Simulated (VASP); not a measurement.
# Na (Im-3m) in VASP: elastic constants with PBEsol

Aim: the elastic constants of Na with PBEsol.

All numbers are computed with VASP 6.6.1; they aren't measurements. Logs are shortened: lines on timing, memory, paths and dates and some standing lists are left out, and cuts for length are marked.

**1. The cell of the first run**

It takes space group Im-3m (No. 229, cubic). Conventional cell: a = 4.282 Å, b = 4.282 Å, c = 4.282 Å, α = 90.00°, β = 90.00°, γ = 90.00°. Na (site symmetry m-3m) has 14 Na at 3.71 to 4.28 Å within 4.9 Å.

**2. Elastic constants, PBEsol**

File INCAR:

```
SYSTEM = Na
ALGO = Fast ; EDIFF = 1E-8
ENCUT = 600 ; GGA = PS
IBRION = 6 ; ISIF = 3
ISMEAR = -1 ; LASPH = .TRUE.
LCHARG = .FALSE. ; LREAL = .FALSE.
LWAVE = .FALSE. ; NELM = 60
NFREE = 2 ; NSW = 1
POTIM = 0.015 ; PREC = Accurate
SIGMA = 0.05
```

File KPOINTS:

```
k-points
0
G
  8 8 8
  0 0 0
```

File POSCAR:

```
Na
1.0
   -2.1410000000      2.1410000000      2.1410000000
    2.1410000000     -2.1410000000      2.1410000000
    2.1410000000      2.1410000000     -2.1410000000
Na
1
Direct
    0.0000000000      0.0000000000      0.0000000000
```

Potentials or basis: VASP PAW PBE potentials, release 64 (Na_pv).

Command:

```
cat potpaw_PBE.64/Na_pv/POTCAR > POTCAR
mpirun -np 1 vasp_std > vasp.out
```

OUTCAR:

```text
SYSTEM = Na
   EDIFF = 1E-8
   ENCUT = 600
   GGA = PS
   IBRION = 6
   ISIF = 3
   ISMEAR = -1
   LASPH = .TRUE.
   LREAL = .FALSE.
   NELM = 60
   NFREE = 2
   NSW = 1
   POTIM = 0.015
   PREC = Accurate

 ion  position               nearest neighbor table
   1  0.000  0.000  0.000-

  LATTYP: Found a body centered cubic cell.
 ALAT       =     4.2820000000

  Lattice vectors:

 A1 = (  -2.1410000000,   2.1410000000,   2.1410000000)
 A2 = (   2.1410000000,  -2.1410000000,   2.1410000000)
 A3 = (   2.1410000000,   2.1410000000,  -2.1410000000)

Analysis of symmetry for initial positions (statically):
=====================================================================
 Subroutine PRICEL returns:
 Original cell was already a primitive cell.

 Routine SETGRP: Setting up the symmetry group for a
 body centered cubic supercell.

 Subroutine GETGRP returns: Found 48 space group operations
[... 9 lines left out ...]

 Routine SETGRP: Setting up the symmetry group for a
 body centered cubic supercell.

 Subroutine GETGRP returns: Found 48 space group operations
[... 11 lines left out ...]
                                     Primitive cell

  volume of cell :      39.2564

  direct lattice vectors                    reciprocal lattice vectors
    -2.141000000  2.141000000  2.141000000     0.000000000  0.233535731  0.233535731
     2.141000000 -2.141000000  2.141000000     0.233535731  0.000000000  0.233535731
     2.141000000  2.141000000 -2.141000000     0.233535731  0.233535731  0.000000000

  length of vectors
     3.708320779  3.708320779  3.708320779     0.330269398  0.330269398  0.330269398

  position of ions in fractional coordinates (direct lattice)
     0.000000000  0.000000000  0.000000000

  ion indices of the primitive-cell ions
   primitive index   ion index
                 1           1

----------------------------------------------------------------------------------------

 KPOINTS: k-points
[... 301 lines left out ...]
  free energy    TOTEN  =        -1.38778966 eV

  energy without entropy =       -1.38180447  energy(sigma->0) =       -1.38479706

 E-fermi :   0.2208     XC(G=0):  -6.3522

 val. band max:        0.0758122819   @ k =   0.2500   0.2500   0.0000
 cond. band min:       0.3209186144   @ k =   0.3750   0.1250   0.0000
 fundamental gap:      0.2451063325
 Fermi energy:         0.2207743331

 k-point     1 :       0.0000    0.0000    0.0000
  band No.  band energies     occupation
      1     -24.6849      2.00000
      2     -24.6849      2.00000
      3     -24.6849      2.00000
      4      -3.0097      2.00000
      5      11.5139      0.00000
      6      11.5139      0.00000
      7      11.5140      0.00000
[... 221 lines left out ...]
 k-point    24 :      -0.3750    0.3750    0.2500
  band No.  band energies     occupation
      1     -24.7068      2.00000
      2     -24.6991      2.00000
      3     -24.6959      2.00000
      4       0.3272      0.21283
      5       4.2419      0.00000
      6       5.9707      0.00000
      7       6.6156      0.00000

 [... further k-points ...]
[... 5 lines left out ...]
  --------------------------------------------------------------------------------------
  -------------------------------------------------------------------------------------
  Total       -0.1278544     -0.1278544     -0.1278544     -0.0000000      0.0000000     -0.0000000
  in kB       -5.2181455     -5.2181455     -5.2181455     -0.0000000      0.0000000     -0.0000000
  external PRESSURE =      -5.2181455 kB  Pullay stress =       0.0000000 kB
[... 16 lines left out ...]
  FREE ENERGIE OF THE ION-ELECTRON SYSTEM (eV)
  ---------------------------------------------------
  free  energy   TOTEN  =        -1.3877896610 eV

  energy  without entropy=       -1.3818044682  energy(sigma->0) =       -1.38479706

 INTERNAL STRAIN TENSORS FROM STRAINED CELLS
 ============================================

 INTERNAL STRAIN TENSOR FOR ION    1 for displacements in x,y,z  (eV/Angst):
          X           Y           Z          XY          YZ          ZX
  --------------------------------------------------------------------------------
  x     0.00000    -0.00000     0.00000    -0.00000     0.00000    -0.00000
  y     0.00000     0.00000     0.00000    -0.00000     0.00000     0.00000
  z    -0.00000    -0.00000     0.00000     0.00000    -0.00000    -0.00000

 INTERNAL STRAIN TENSORS FROM DISPLACED ATOMS
 ============================================

 INTERNAL STRAIN TENSOR FOR ION    1 for displacements in x,y,z  (eV/Angst):
          X           Y           Z          XY          YZ          ZX
  --------------------------------------------------------------------------------
  x     0.00000     0.00000     0.00000     0.00000     0.00000     0.00000
  y     0.00000     0.00000     0.00000     0.00000     0.00000     0.00000
  z     0.00000     0.00000     0.00000     0.00000     0.00000     0.00000

 Eigenvectors and eigenvalues of the dynamical matrix
 ----------------------------------------------------

   1 f/i=    0.000000 THz     0.000000 2PiTHz    0.000000 cm-1     0.000000 meV
             X         Y         Z           dx          dy          dz
      0.000000  0.000000  0.000000     1.000000    0.000000    0.000000

   2 f/i=    0.000000 THz     0.000000 2PiTHz    0.000000 cm-1     0.000000 meV
             X         Y         Z           dx          dy          dz
      0.000000  0.000000  0.000000     0.000000    1.000000    0.000000

   3 f/i=    0.000000 THz     0.000000 2PiTHz    0.000000 cm-1     0.000000 meV
             X         Y         Z           dx          dy          dz
      0.000000  0.000000  0.000000     0.000000    0.000000    1.000000

--------------------------------------------------------------------------------------------------------

 ELASTIC MODULI CONTR FROM IONIC RELAXATION (kBar)
 Direction    XX          YY          ZZ          XY          YZ          ZX
 --------------------------------------------------------------------------------
 XX           0.0000      0.0000      0.0000      0.0000      0.0000      0.0000
 YY           0.0000      0.0000      0.0000      0.0000      0.0000      0.0000
 ZZ           0.0000      0.0000      0.0000      0.0000      0.0000      0.0000
 XY           0.0000      0.0000      0.0000      0.0000      0.0000      0.0000
 YZ           0.0000      0.0000      0.0000      0.0000      0.0000      0.0000
 ZX           0.0000      0.0000      0.0000      0.0000      0.0000      0.0000
 --------------------------------------------------------------------------------

 TOTAL ELASTIC MODULI (kBar)
 Direction    XX          YY          ZZ          XY          YZ          ZX
 --------------------------------------------------------------------------------
 XX          39.6362     80.5032     80.5032     -0.0000      0.0000      0.0000
 YY          80.5032     39.6362     80.5032      0.0000      0.0000     -0.0000
 ZZ          80.5032     80.5032     39.6362      0.0000      0.0000     -0.0000
 XY          -0.0000      0.0000      0.0000     34.3828      0.0000     -0.0000
 YZ           0.0000      0.0000      0.0000      0.0000     34.3828      0.0000
 ZX           0.0000     -0.0000     -0.0000     -0.0000      0.0000     34.3828
 --------------------------------------------------------------------------------
```

OSZICAR:

```text
N       E                     dE             d eps       ncg     rms          rms(c)
DAV:   1     0.226091539316E+02    0.22609E+02   -0.41314E+03   406   0.920E+02
DAV:   2    -0.936279947851E+00   -0.23545E+02   -0.23543E+02   434   0.147E+02
DAV:   3    -0.138620674884E+01   -0.44993E+00   -0.44991E+00   560   0.291E+01
[... 186 lines left out ...]
RMM:   6    -0.138778978783E+01   -0.88229E-06   -0.10092E-05   463   0.435E-02    0.203E-03
RMM:   7    -0.138778967131E+01    0.11653E-06   -0.13006E-06   437   0.186E-02    0.623E-04
RMM:   8    -0.138778967921E+01   -0.79034E-08   -0.22354E-07   396   0.667E-03    0.444E-04
RMM:   9    -0.138778966382E+01    0.15394E-07   -0.30016E-08   334   0.331E-03    0.130E-04
RMM:  10    -0.138778966096E+01    0.28515E-08   -0.10754E-08   262   0.183E-03
  15 F= -.13877897E+01 E0= -.13847971E+01  d E =-.598519E-02
```

stdout:

```text
POSCAR found type information on POSCAR Na
 POSCAR found :  1 types and       1 ions
 scaLAPACK will be used
 -----------------------------------------------------------------------------
|                                                                             |
|                                                                             |
|     You enforced a specific xc type in the INCAR file but a different       |
|     I HOPE YOU KNOW WHAT YOU ARE DOING!                                     |
|                                                                             |
 -----------------------------------------------------------------------------

 LDA part: xc-table for (Slater+PW92), standard interpolation
 POSCAR, INCAR and KPOINTS ok, starting setup
 FFT: planning ... GRIDC
 FFT: planning ... GRID_SOFT
 FFT: planning ... GRID
 WAVECAR not read
 entering main loop
 Found     1 degrees of freedom:
 Adding 6 more for cell shape distortion
 Finite differences POTIM= 0.01500 DOF=   7
 bond charge predicted
 Finite differences progress:
 bond charge predicted
 Finite differences progress:
 bond charge predicted
 Finite differences progress:
 bond charge predicted
 Finite differences progress:
 bond charge predicted
 Finite differences progress:
 bond charge predicted
 Finite differences progress:
 bond charge predicted
 Finite differences progress:
 bond charge predicted
 Finite differences progress:
 bond charge predicted
 Finite differences progress:
 bond charge predicted
 Finite differences progress:
 bond charge predicted
 Finite differences progress:
 bond charge predicted
 Finite differences progress:
 bond charge predicted
 Finite differences progress:
 bond charge predicted
 Finite differences progress:
```

Run time: 4.6 min. Hardware: 1 thread of Intel Xeon Platinum 8259CL at 2.50GHz (Skylake/Cascade Lake), shared host; peak memory 0.23 GiB.

What came out:

* Elastic constants C11, C12, C44: 4, 8, 3 GPa
* Voigt bulk modulus: 7 GPa

Elastic tensor in Voigt notation (GPa, in the Cartesian axes of the cell as first typed):
```
4 8 8 0 0 0
8 4 8 0 0 0
8 8 4 0 0 0
0 0 0 3 0 0
0 0 0 0 3 0
0 0 0 0 0 3
```

Clamped-ion elastic tensor (GPa):
```
4 8 8 0 0 0
8 4 8 0 0 0
8 8 4 0 0 0
0 0 0 3 0 0
0 0 0 0 3 0
0 0 0 0 0 3
```

Caveat: the elastic tensor has a negative eigenvalue, so either the cell is unstable as it stands or the mesh is too thin; the PAW data sets were made with another functional, which shifts forces and pressure a little.
